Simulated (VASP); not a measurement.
# Ir (I4/mmm) in VASP: a series of runs

Ir is run at these levels: r2SCAN; tasks: single point.

Everything below comes from runs of VASP 6.6.1. Logs are shortened: lines on timing, memory, paths and dates and some standing lists are left out, and cuts for length are marked.

### 1 The cell of the first run

The structure is tetragonal, space group I4/mmm (No. 139). The conventional cell has a = 2.752 Å, b = 2.752 Å, c = 3.736 Å, α = 90.00°, β = 90.00°, γ = 90.00°. Ir (site symmetry 4/mmm) has 12 Ir at 2.70 to 2.75 Å within 3.6 Å.

### 2 Single point, r2SCAN

POSCAR reads:

```
Ir
1.0
    0.0000000000      1.9460005285      1.8681605073
    1.9460005285      0.0000000000      1.8681605073
    1.9460005285      1.9460005285      0.0000000000
Ir
1
Direct
    0.0000000000      0.0000000000      0.0000000000
```

INCAR.step1 reads:

```
SYSTEM = Ir
ALGO = Normal
EDIFF = 1E-4
ENCUT = 520
GGA = PE
ISMEAR = 0
LASPH = .True.
LCHARG = .False.
LREAL = .False.
LWAVE = .True.
NBANDS = 10
NELM = 100
PREC = Accurate
SIGMA = 0.15
```

INCAR.step2 reads:

```
SYSTEM = Ir
ALGO = Normal
EDIFF = 1E-7
ENCUT = 520
ISIF = 2
ISMEAR = 0
ISTART = 1
LASPH = .True.
LCHARG = .False.
LMIXTAU = .True.
LREAL = .False.
LWAVE = .False.
METAGGA = R2SCAN
NBANDS = 10
NELM = 100
PREC = Accurate
SIGMA = 0.15
```

KPOINTS reads:

```
k-points
0
Gamma
  24 24 24
  0 0 0
```

Potentials or basis: VASP PAW PBE potentials, release 64 (Ir).

Command:

```sh
$ cat potpaw_PBE.64/Ir/POTCAR > POTCAR
$ cp INCAR.step1 INCAR
$ mpirun -np 1 vasp_std > vasp.out
$ cp INCAR.step2 INCAR
$ mpirun -np 1 vasp_std > vasp.out
```

OUTCAR:

```text
SYSTEM = Ir
   EDIFF = 1E-7
   ENCUT = 520
   ISIF = 2
   ISMEAR = 0
   ISTART = 1
   LASPH = .True.
   LREAL = .False.
   METAGGA = R2SCAN
   NELM = 100
   PREC = Accurate

 ion  position               nearest neighbor table
   1  0.000  0.000  0.000-

  LATTYP: Found a body centered tetragonal cell.
 ALAT       =     2.7520603398
 C/A-ratio  =     1.3576450198

  Lattice vectors:

 A1 = (   0.0000000000,  -1.9460005285,  -1.8681605073)
 A2 = (   0.0000000000,   1.9460005285,  -1.8681605073)
 A3 = (   1.9460005285,   0.0000000000,   1.8681605073)

Analysis of symmetry for initial positions (statically):
=====================================================================
 Subroutine PRICEL returns:
 Original cell was already a primitive cell.

 Routine SETGRP: Setting up the symmetry group for a
 body centered tetragonal supercell.

 Subroutine GETGRP returns: Found 16 space group operations
 (whereof 16 operations were pure point group operations)
 out of a pool of 16 trial point group operations.

The static configuration has the point symmetry D_4h.

Analysis of symmetry for dynamics (positions and initial velocities):
=====================================================================
 Subroutine PRICEL returns:
 Original cell was already a primitive cell.

 Routine SETGRP: Setting up the symmetry group for a
 body centered tetragonal supercell.

 Subroutine GETGRP returns: Found 16 space group operations
 (whereof 16 operations were pure point group operations)
 out of a pool of 16 trial point group operations.

The dynamic configuration has the point symmetry D_4h.

 Subroutine INISYM returns: Found 16 space group operations
 (whereof 16 operations are pure point group operations),
 and found     1 'primitive' translations

----------------------------------------------------------------------------------------

                                     Primitive cell

  volume of cell :      14.1491

  direct lattice vectors                    reciprocal lattice vectors
     0.000000000  1.946000528  1.868160507    -0.256937238  0.256937238  0.267642956
     1.946000528  0.000000000  1.868160507     0.256937238 -0.256937238  0.267642956
     1.946000528  1.946000528  0.000000000     0.256937238  0.256937238 -0.267642956

  length of vectors
     2.697580719  2.697580719  2.752060340     0.451293962  0.451293962  0.451293962

  position of ions in fractional coordinates (direct lattice)
     0.000000000  0.000000000  0.000000000

  ion indices of the primitive-cell ions
   primitive index   ion index
                 1           1

----------------------------------------------------------------------------------------

 KPOINTS: k-points

Automatic generation of k-mesh.
 Grid dimensions read from file:
 generate k-points for:   24   24   24

 Generating k-lattice:

  Cartesian coordinates                     Fractional coordinates (reciprocal lattice)
    -0.010705718  0.010705718  0.011151790     0.041666667  0.000000000  0.000000000
     0.010705718 -0.010705718  0.011151790     0.000000000  0.041666667  0.000000000
     0.010705718  0.010705718 -0.011151790     0.000000000  0.000000000  0.041666667

  Length of vectors
     0.018803915  0.018803915  0.018803915

  Shift w.r.t. Gamma in fractional coordinates (k-lattice)
     0.000000000  0.000000000  0.000000000

 Subroutine IBZKPT returns following result:
 ===========================================

 Found   1063 irreducible k-points:

 Following reciprocal coordinates:
            Coordinates               Weight
  0.000000  0.000000  0.000000      1.000000
  0.041667  0.000000  0.000000      8.000000
  0.083333  0.000000  0.000000      8.000000
  0.125000  0.000000  0.000000      8.000000
  0.166667  0.000000  0.000000      8.000000
  0.208333  0.000000  0.000000      8.000000
[... 16 lines left out ...]
  0.416667  0.041667  0.000000      8.000000
  0.458333  0.041667  0.000000      8.000000
 [... further k-points ...]
   k-points           NKPTS =   1063   k-points in BZ     NKDIM =   1063   number of bands    NBANDS=     10
   number of dos      NEDOS =    301   number of ions     NIONS =      1
   total plane-waves  NPLWV =   8000
   dimension x,y,z NGX =    20 NGY =   20 NGZ =   20
   dimension x,y,z NGXF=    40 NGYF=   40 NGZF=   40
   ions per type =               1
   NGX,Y,Z   is equivalent  to a cutoff of  12.33, 12.33, 12.08 a.u.
   NGXF,Y,Z  is equivalent  to a cutoff of  24.65, 24.65, 24.16 a.u.
 SYSTEM =  Ir
   PREC   = accura    normal or accurate (medium, high low for compatibility)
   ISTART =      1    job   : 0-new  1-cont  2-samecut
   ICHARG =      0    charge: 1-file 2-atom 10-const
   ISPIN  =      1    spin polarized calculation?
   LNONCOLLINEAR =      F non collinear calculations
   LSORBIT =      F    spin-orbit coupling
   LASPH  =      T    aspherical Exc in radial PAW
   ENCUT  =  520.0 eV  38.22 Ry    6.18 a.u.   5.02  5.02  5.12*2*pi/ulx,y,z
   NELM   =    100;   NELMIN=  2; NELMDL=  0     # of ELM steps
   EDIFF  = 0.1E-06   stopping-criterion for ELM
   LREAL  =      F    real-space projection
   EDIFFG = 0.1E-05   stopping-criterion for IOM
   NSW    =      0    number of steps for IOM
   IBRION =     -1    ionic relax: 0-MD 1-quasi-New 2-CG
   NFREE  =      0    steps in history (QN), initial steepest desc. (CG)
   ISIF   =      2    stress and relaxation
   ISYM   =      2    0-nonsym 1-usesym 2-fastsym
   POTIM  = 0.5000    time-step for ionic-motion
   TEBEG  =    0.0;   TEEND  =   0.0 temperature during run
   PSTRESS=    0.0 pullay stress
   NELECT =       9.0000    total number of electrons
   NUPDOWN=      -1.0000    fix difference up-down
   EMIN   =  10.00;   EMAX   =-10.00  energy-range for DOS
   EFERMI =   0.00;   METHOD = LEGACY
   ISMEAR =     0;   SIGMA  =   0.15  broadening in eV -4-tet -1-fermi 0-gaus
   EFERMI_NEDOS =   21; number of points for ismear=-14 and -15
   IALGO  =     38    algorithm
   IMIX   =      4    mixing-type and parameters
     AMIX     =   0.40;   BMIX     =  1.00
     AMIX_MAG =   1.60;   BMIX_MAG =  1.00
  volume/ion in A,a.u.               =      14.15        95.48
  Fermi-wavevector in a.u.,A,eV,Ry     =   1.407923  2.660589 26.970118  1.982248
  Thomas-Fermi vector in A             =   2.530133
   LORBIT       =      0    0 simple, 1 ext, 2 COOP (PROOUT), +10 PAW based schemes
   METAGGA = R2SCAN    functional components
   LHFCALC =     F    Hartree Fock is set to
   AEXX    =    0.0000 exact exchange contribution
   IVDW    =     0    specifies the selected vdW correction
   LEPSILON=     F    determine dielectric tensor
   LRPA    =     F    only Hartree local field effects (RPA)
 non-spin polarized calculation
 Gauss-broadening in eV      SIGMA  =   0.15
  energy-cutoff  :      520.00
  volume of cell :       14.15
 maximum number of plane-waves:       393
   NGX =  9   NGY =  9   NGZ = 11

 number of electron       9.0000001 magnetization

 Free energy of the ion-electron system (eV)
  ---------------------------------------------------
  ext. energy  EPLUGINS =         0.00000000
  ---------------------------------------------------
  free energy    TOTEN  =       -52.35043093 eV

  energy without entropy =      -52.34009011  energy(sigma->0) =      -52.34526052

 E-fermi :  10.1748     XC(G=0): -15.3263

 val. band max:       10.1716666920   @ k =  -0.2083   0.3333   0.1667
 cond. band min:      10.1757615767   @ k =   0.3333   0.0833   0.0000
 fundamental gap:      0.0040948847
 Fermi energy:        10.1748401061

 k-point     1 :       0.0000    0.0000    0.0000
  band No.  band energies     occupation
      1      -1.3523      2.00000
      2       6.0106      2.00000
      3       6.0106      2.00000
      4       6.5467      2.00000
      5       8.5234      2.00000
      6       9.2258      2.00000
      7      25.3088      0.00000
      8      30.6974      0.00000
      9      30.6974      0.00000
     10      32.0760      0.00000

 k-point     2 :       0.0417    0.0000    0.0000
  band No.  band energies     occupation
      1      -1.2711      2.00000
      2       5.9957      2.00000
      3       6.0461      2.00000
      4       6.5523      2.00000
      5       8.5057      2.00000
      6       9.1975      2.00000
      7      25.4483      0.00000
      8      30.4507      0.00000
      9      30.8268      0.00000
     10      31.9964      0.00000

 k-point     3 :       0.0833    0.0000    0.0000
  band No.  band energies     occupation
      1      -1.0320      2.00000
      2       5.9309      2.00000
      3       6.1434      2.00000
      4       6.5937      2.00000
      5       8.4645      2.00000
      6       9.1226      2.00000
      7      25.8472      0.00000
      8      29.6273      0.00000
      9      31.2085      0.00000
     10      32.1815      0.00000

 k-point     4 :       0.1250    0.0000    0.0000
  band No.  band energies     occupation
      1      -0.6499      2.00000
      2       5.8049      2.00000
      3       6.2729      2.00000
      4       6.6925      2.00000
      5       8.4367      2.00000
      6       9.0308      2.00000
      7      26.4404      0.00000
      8      28.5020      0.00000
      9      31.8232      0.00000
     10      32.7336      0.00000

 k-point     5 :       0.1667    0.0000    0.0000
  band No.  band energies     occupation
      1      -0.1540      2.00000
      2       5.6616      2.00000
      3       6.3817      2.00000
      4       6.8143      2.00000
      5       8.4836      2.00000
      6       8.9737      2.00000
      7      27.0125      0.00000
      8      27.4013      0.00000
      9      32.6392      0.00000
     10      33.5273      0.00000

 k-point     6 :       0.2083    0.0000    0.0000
  band No.  band energies     occupation
      1       0.4055      2.00000
      2       5.5775      2.00000
      3       6.4132      2.00000
      4       6.8947      2.00000
      5       8.6681      2.00000
      6       9.0168      2.00000
      7      26.0434      0.00000
      8      27.6825      0.00000
      9      33.6066      0.00000
     10      34.4584      0.00000
[... 183 lines left out ...]
 k-point    21 :       0.3333    0.0417    0.0000
  band No.  band energies     occupation
      1       1.6535      2.00000
      2       6.1990      2.00000
      3       6.2331      2.00000
      4       6.6711      2.00000
      5       9.6364      2.00000
      6      10.0781      1.63814
      7      22.5748      0.00000
      8      26.8467      0.00000
      9      33.0248      0.00000
     10      34.8439      0.00000

 k-point    22 :       0.3750    0.0417    0.0000
  band No.  band energies     occupation
      1       1.8001      2.00000
      2       6.0567      2.00000
      3       6.5128      2.00000
      4       6.9822      2.00000
      5      10.1462      1.21315
      6      10.5497      0.00041
      7      21.1169      0.00000
      8      26.1244      0.00000
      9      32.0483      0.00000
     10      33.6684      0.00000

 k-point    23 :       0.4167    0.0417    0.0000
  band No.  band energies     occupation
      1       1.8416      2.00000
      2       5.9335      2.00000
      3       6.3862      2.00000
      4       7.8315      2.00000
      5      10.6595      0.00000
      6      10.9455      0.00000
      7      19.6903      0.00000
      8      25.5603      0.00000
      9      31.2095      0.00000
     10      32.5966      0.00000

 k-point    24 :       0.4583    0.0417    0.0000
  band No.  band energies     occupation
      1       1.8399      2.00000
      2       5.8444      2.00000
      3       6.2956      2.00000
      4       8.5922      2.00000
      5      11.1115      0.00000
      6      11.2028      0.00000
      7      18.5035      0.00000
      8      25.1969      0.00000
      9      30.6772      0.00000
     10      31.7877      0.00000

 [... further k-points ...]
[... 5 lines left out ...]
  --------------------------------------------------------------------------------------
  -------------------------------------------------------------------------------------
  Total       -0.0662590     -0.0662590      1.3047384      0.0000000      0.0000000     -0.0000000
  in kB       -7.5028343     -7.5028343    147.7419817      0.0000000      0.0000000     -0.0000000
  external PRESSURE =      44.2454377 kB  Pullay stress =       0.0000000 kB

 VOLUME and BASIS-vectors are now :
 -----------------------------------------------------------------------------
  energy-cutoff  :      520.00
  volume of cell :       14.15
      direct lattice vectors                 reciprocal lattice vectors
     0.000000000  1.946000528  1.868160507    -0.256937238  0.256937238  0.267642956
     1.946000528  0.000000000  1.868160507     0.256937238 -0.256937238  0.267642956
     1.946000528  1.946000528  0.000000000     0.256937238  0.256937238 -0.267642956

 POSITION                                       TOTAL-FORCE (eV/Angst)
 -----------------------------------------------------------------------------------
      0.00000      0.00000      0.00000         0.000000     -0.000000      0.000000
 -----------------------------------------------------------------------------------
    total drift:                                0.000000      0.000000      0.000000

  FREE ENERGIE OF THE ION-ELECTRON SYSTEM (eV)
  ---------------------------------------------------
  free  energy   TOTEN  =       -52.3504309292 eV

  energy  without entropy=      -52.3400901098  energy(sigma->0) =      -52.34526052
```

It took 3.5 min on 1 thread of Intel Xeon 6975P-C (Granite Rapids), shared host; peak memory 0.27 GiB.

Results:

```
Free energy : -52.3504 eV
Pressure    : 4.4 GPa
```

Stress tensor (GPa, compression positive):
```
-0.75  0.00  0.00
 0.00 -0.75  0.00
 0.00  0.00 14.77
```

Caveat: the PAW data sets were made with another functional, which shifts forces and pressure a little; spin-orbit coupling is left out, which moves the levels of the heavy elements.

### 3 Single point, r2SCAN

POSCAR reads:

```
Ir
1.0
    0.0000000000      1.8887316814      1.9831682655
    1.8887316814      0.0000000000      1.9831682655
    1.8887316814      1.8887316814      0.0000000000
Ir
1
Direct
    0.0000000000      0.0000000000      0.0000000000
```

INCAR.step1 reads:

```
PREC = Accurate
ENCUT = 520
ISMEAR = 0
SIGMA = 0.15
LREAL = False
LASPH = True
NELM = 60
NBANDS = 10
GGA = PE
ALGO = Normal
EDIFF = 1E-4
LWAVE = True
LCHARG = False
```

INCAR.step2 reads:

```
PREC = Accurate
ENCUT = 520
EDIFF = 1E-7
ISMEAR = 0
SIGMA = 0.15
LREAL = False
LASPH = True
NELM = 60
ALGO = Normal
ISIF = 2
LWAVE = False
LCHARG = True
METAGGA = R2SCAN
LMIXTAU = True
LELF = True
LVHAR = True
NBANDS = 10
ISTART = 1
```

KPOINTS reads:

```
Automatic mesh
0
Gamma
  24 24 24
```

Potentials or basis: VASP PAW PBE potentials, release 64 (Ir).

Command:

```sh
$ cat potpaw_PBE.64/Ir/POTCAR > POTCAR
$ cp INCAR.step1 INCAR
$ mpirun -np 1 vasp_std > vasp.out
$ cp INCAR.step2 INCAR
$ mpirun -np 1 vasp_std > vasp.out
```

OUTCAR:

```text
PREC = Accurate
   ENCUT = 520
   EDIFF = 1E-7
   ISMEAR = 0
   LREAL = False
   LASPH = True
   NELM = 60
   ISIF = 2
   METAGGA = R2SCAN
   ISTART = 1

 ion  position               nearest neighbor table
   1  0.000  0.000  0.000-

  LATTYP: Found a body centered tetragonal cell.
 ALAT       =     2.6710699595
 C/A-ratio  =     1.4849242405

  Lattice vectors:

 A1 = (  -1.8887316814,   0.0000000000,   1.9831682655)
 A2 = (   1.8887316814,   0.0000000000,   1.9831682655)
 A3 = (   0.0000000000,   1.8887316814,  -1.9831682655)

Analysis of symmetry for initial positions (statically):
=====================================================================
 Subroutine PRICEL returns:
 Original cell was already a primitive cell.

 Routine SETGRP: Setting up the symmetry group for a
 body centered tetragonal supercell.

 Subroutine GETGRP returns: Found 16 space group operations
 (whereof 16 operations were pure point group operations)
 out of a pool of 16 trial point group operations.

The static configuration has the point symmetry D_4h.

Analysis of symmetry for dynamics (positions and initial velocities):
[... 158 lines left out ...]

 val. band max:       10.1743088048   @ k =  -0.3333   0.0000   0.3333
 cond. band min:      10.1756705115   @ k =  -0.3750   0.0833   0.0000
 fundamental gap:      0.0013617067
 Fermi energy:        10.1745831975

 k-point     1 :       0.0000    0.0000    0.0000
  band No.  band energies     occupation
      1      -1.3516      2.00000
      2       5.7359      2.00000
      3       6.4232      2.00000
      4       6.4232      2.00000
      5       8.4222      2.00000
      6       9.3219      2.00000
      7      25.3220      0.00000
      8      30.1268      0.00000
      9      31.6777      0.00000
     10      31.6777      0.00000
[... 287 lines left out ...]
 k-point    24 :       0.4583    0.0417    0.0000
  band No.  band energies     occupation
      1       1.8379      2.00000
      2       5.6572      2.00000
      3       6.4890      2.00000
      4       8.6654      2.00000
      5      10.8957      0.00000
      6      11.2691      0.00000
      7      18.5641      0.00000
      8      25.1309      0.00000
      9      31.0979      0.00000
     10      31.5142      0.00000

 [... further k-points ...]
[... 5 lines left out ...]
  --------------------------------------------------------------------------------------
  -------------------------------------------------------------------------------------
  Total        0.9895536      0.9895536     -0.7475341      0.0000000      0.0000000      0.0000000
  in kB      112.0520571    112.0520571    -84.6469873      0.0000000      0.0000000      0.0000000
  external PRESSURE =      46.4857090 kB  Pullay stress =       0.0000000 kB

 VOLUME and BASIS-vectors are now :
 -----------------------------------------------------------------------------
  energy-cutoff  :      520.00
  volume of cell :       14.15
      direct lattice vectors                 reciprocal lattice vectors
     0.000000000  1.888731681  1.983168266    -0.264727915  0.264727915  0.252121824
     1.888731681  0.000000000  1.983168266     0.264727915 -0.264727915  0.252121824
     1.888731681  1.888731681  0.000000000     0.264727915  0.264727915 -0.252121824

 POSITION                                       TOTAL-FORCE (eV/Angst)
 -----------------------------------------------------------------------------------
      0.00000      0.00000      0.00000        -0.000000     -0.000000      0.000000
 -----------------------------------------------------------------------------------
    total drift:                                0.000000      0.000000      0.000000

  FREE ENERGIE OF THE ION-ELECTRON SYSTEM (eV)
  ---------------------------------------------------
  free  energy   TOTEN  =       -52.3413250392 eV

  energy  without entropy=      -52.3306889416  energy(sigma->0) =      -52.33600699
```

OUTCAR.step1:

```text
PREC = Accurate
   ENCUT = 520
   ISMEAR = 0
   LREAL = False
   LASPH = True
   NELM = 60
[... 527 lines left out ...]

 POSITION                                       TOTAL-FORCE (eV/Angst)
 -----------------------------------------------------------------------------------
      0.00000      0.00000      0.00000         0.000000      0.000000      0.000000
 -----------------------------------------------------------------------------------
    total drift:                                0.000000      0.000000      0.000000

  FREE ENERGIE OF THE ION-ELECTRON SYSTEM (eV)
  ---------------------------------------------------
  free  energy   TOTEN  =        -8.8165739433 eV

  energy  without entropy=       -8.8056362653  energy(sigma->0) =       -8.81110510
```

Run time: 3.3 min. Hardware: 1 thread of Intel Xeon 6975P-C (Granite Rapids), shared host; peak memory 0.26 GiB.

What came out:

| Property | Result |
| --- | --- |
| Free energy | -52.3413 eV |
| Pressure | 4.6 GPa |

Stress tensor (GPa, compression positive):
```
11.21  0.00  0.00
 0.00 11.21  0.00
 0.00  0.00 -8.46
```

Caveat: the PAW data sets were made with another functional, which shifts forces and pressure a little; spin-orbit coupling is left out, which moves the levels of the heavy elements.
